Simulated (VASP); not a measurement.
# Pd: single point with r2SCAN

Pd:

```xyz
1
Lattice="0.0000 1.9536 1.9536 1.9536 0.0000 1.9536 1.9536 1.9536 0.0000" Properties=species:S:1:pos:R:3 pbc="T T T"
Pd    0.0000    0.0000    0.0000
```

```json
{"Program": "VASP 6.6.1", "Task": "single point", "Functional": "r2SCAN", "Potentials or basis": "VASP PAW PBE potentials, release 64 (Pd)", "Cutoff": "520 eV", "k mesh": "18 × 18 × 18", "Occupations": "gaussian, width 0.05 eV", "Spin": "no spin polarisation"}
```

```json
{
  "Pressure": "0.7 GPa",
  "Band gap on the k mesh": "zero (band 5 reaches 9.73 eV, above the bottom of band 6 at 8.08 eV)"
}
```

Levels at points of the mesh, in eV from the Fermi level:
| k point | band 3 | band 4 | band 5 | band 6 | band 7 | band 8 |
| --- | --- | --- | --- | --- | --- | --- |
| (0.00, 0.00, 0.00) | -2.86 | -2.86 | -1.28 | -1.28 | 18.02 | 22.50 |
| (0.50, 0.00, 0.00) | -2.94 | -0.03 | -0.03 | 1.32 | 7.63 | 17.42 |
| (0.50, 0.50, 0.00) | -0.09 | 0.31 | 0.31 | 3.66 | 11.20 | 13.87 |

It took 2.7 min on 1 thread of Intel Xeon 8259CL, with other jobs on the host, peak memory 0.17 GiB.

Caveat: the PAW data sets were made with another functional, which shifts forces and pressure a little.
